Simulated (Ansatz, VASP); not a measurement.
# Two plane-wave programs on CdTeSe4

The input INCAR:

```
SYSTEM = CdTeSe4
PREC = Accurate
ENCUT = 600
EDIFF = 1E-7
ISMEAR = 0
SIGMA = 0.1
LREAL = .False.
LASPH = .True.
NELM = 60
ALGO = Normal
ISIF = 3
LWAVE = .False.
LCHARG = .False.
GGA = PE
IBRION = 2
NSW = 90
EDIFFG = -0.04
```

File KPOINTS:

```
regular mesh
0
Gamma
  6 6 2
  0 0 0
```

POSCAR

```
CdTeSe4
1.0
    5.5741751300      0.0000000000      0.0000000000
   -2.7870875700      4.8273772700      0.0000000000
    0.0000000000      0.0000000000      7.6706707100
Cd Te Se
1 1 4
Direct
    0.0000000000      0.0000000000      0.0000000000
    0.0000000000      0.0000000000      0.5000000000
    0.3333333300      0.6666666700      0.7053847700
    0.6666666700      0.3333333300      0.7053847700
    0.6666666700      0.3333333300      0.2946152300
    0.3333333300      0.6666666700      0.2946152300
```

Input for Ansatz:

```yaml
crystal:
  lattice:
    - [5.57417513, 0.0, 0.0]
    - [-2.78708757, 4.82737727, 0.0]
    - [0.0, 0.0, 7.67067071]
  atoms:
    - { symbol: Cd, position: [0.0, 0.0, 0.0] }
    - { symbol: Te, position: [0.0, 0.0, 0.5] }
    - { symbol: Se, position: [0.33333333, 0.66666667, 0.70538477] }
    - { symbol: Se, position: [0.66666667, 0.33333333, 0.70538477] }
    - { symbol: Se, position: [0.66666667, 0.33333333, 0.29461523] }
    - { symbol: Se, position: [0.33333333, 0.66666667, 0.29461523] }
basis:
  ecutwfc: 420
kpoints:
  mp_grid: { grid: [6, 6, 2] }
hamiltonian:
  xc: pbe
scf:
  occupations: { method: gaussian, width: 0.1 }
  lower_state_search: "off"
output:
  forces: true
  stress: true
  eigenvalues: true
relax:
  adjacent_minimum: "off"
  f_tol: 0.04
  max_steps: 70
  cell: { stress_tol: 0.4 }
```

Alike in both runs: task relaxation of cell and atoms; functional PBE; k mesh 6 × 6 × 2; occupations gaussian, width 0.1 eV; no spin polarisation.

```csv
,VASP,Ansatz
version,VASP 6.6.1,Ansatz 0.2.0
potentials or method,"VASP PAW PBE potentials, release 64 (Cd, Te, Se), cutoff 600 eV","scalar-relativistic, plane waves, PAW"
valence electrons in the cell,42,100
```

```csv
,VASP,Ansatz,Ansatz less VASP
"gap on the k mesh at the Fermi level, each at its own relaxed structure (eV)",none,none,-
relaxed volume (Å³/atom),24.18,24.07,-0.107
relaxed cell length with the largest relative difference (Å),7.516,7.494,-0.0219
```

A gap of «none» marks a metal or a gap that the smearing closes. VASP's potentials hold 42 valence electrons a cell and Ansatz's 100, so a difference there can come from the potentials and not from the codes.

The k mesh is coarse, so the values compare programs but aren't converged. Neither program's run includes spin-orbit coupling. Noted on VASP's run: the volume moved by over 15 % at a fixed basis, so the end points are rough.
